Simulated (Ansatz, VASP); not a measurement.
## Two plane-wave programs on BN

Contents of INCAR:

```
SYSTEM = BN
  ALGO = Normal
  EDIFF = 1E-6
  ENCUT = 600
  GGA = PE
  GGA_COMPAT = .FALSE.
  ISIF = 2
  ISMEAR = -1
  LASPH = .TRUE.
  LCHARG = .FALSE.
  LREAL = .FALSE.
  LWAVE = .FALSE.
  NBANDS = 16
  NELM = 120
  PREC = Accurate
  SIGMA = 0.02
```

File KPOINTS:

```
k-points
0
G
  12 12 4
  0 0 0
```

File POSCAR:

```
BN
1.0
    2.5008383104      0.0000000000      0.0000000000
   -1.2504191552      2.1657895075      0.0000000000
    0.0000000000      0.0000000000      6.8931205922
B N
2 2
Direct
    0.3333333333      0.6666666667      0.2500000000
    0.6666666667      0.3333333333      0.7500000000
    0.6666666667      0.3333333333      0.2500000000
    0.3333333333      0.6666666667      0.7500000000
```

Input for Ansatz:

```yaml
crystal:
  lattice:
    - [2.5008383104, 0.0, 0.0]
    - [-1.2504191552, 2.1657895075, 0.0]
    - [0.0, 0.0, 6.8931205922]
  atoms:
    - { symbol: B, position: [0.3333333333, 0.6666666667, 0.25] }
    - { symbol: B, position: [0.6666666667, 0.3333333333, 0.75] }
    - { symbol: "N", position: [0.6666666667, 0.3333333333, 0.25] }
    - { symbol: "N", position: [0.3333333333, 0.6666666667, 0.75] }
kpoints:
  mp_grid: { grid: [12, 12, 4] }
  band_path:
    path:
      - [[0.0, 0.0, 0.0], [0.5, -6.239200914532e-17, -5.757085884773e-18], [0.3333333333333, 0.3333333333333, -1.151417176955e-17], [0.0, 0.0, 0.0], [-8.279886939698e-52, 2.967890836551e-35, 0.5], [0.5, -6.290806614109e-17, 0.5], [0.3333333333333, 0.3333333333333, 0.5], [-8.279886939698e-52, 2.967890836551e-35, 0.5]]
      - [[0.5, -6.290806614109e-17, 0.5], [0.5, -6.239200914532e-17, -5.757085884773e-18]]
      - [[0.3333333333333, 0.3333333333333, 0.5], [0.3333333333333, 0.3333333333333, -1.151417176955e-17]]
    npoints: 10
hamiltonian:
  xc: pbe
scf:
  occupations: { method: fermi_dirac, width: 0.02 }
  n_extra_bands: 5
output:
  forces: true
  stress: true
  eigenvalues: true
  write_density: true
  write_potential: true
  elf: true
  volumetric_format: npy
```

Alike in both runs: task single point; functional PBE; k mesh 12 × 12 × 4; occupations fermi-dirac, width 0.02 eV; no spin polarisation.

|  | VASP | Ansatz |
| --- | --- | --- |
| version | VASP 6.6.1 | Ansatz 0.2.0 |
| potentials or method | VASP PAW PBE potentials, release 64 (B, N) | plane waves, PAW |
| plane-wave cutoff (eV) | 600 | 420 |
| valence electrons in the cell | 16 | 16 |

Ansatz gave:

| Property | Result |
| --- | --- |
| gap on the k mesh at the Fermi level (eV) | 4.34 |
| pressure (GPa) | 3.8 |
| traceless stress, the component that is largest in VASP (GPa) | -1.91 |

Problem. Which values does VASP return?

Solution. gap on the k mesh at the Fermi level (eV): 4.34; pressure (GPa): 3.7; traceless stress, the component that is largest in VASP (GPa): -2.05.
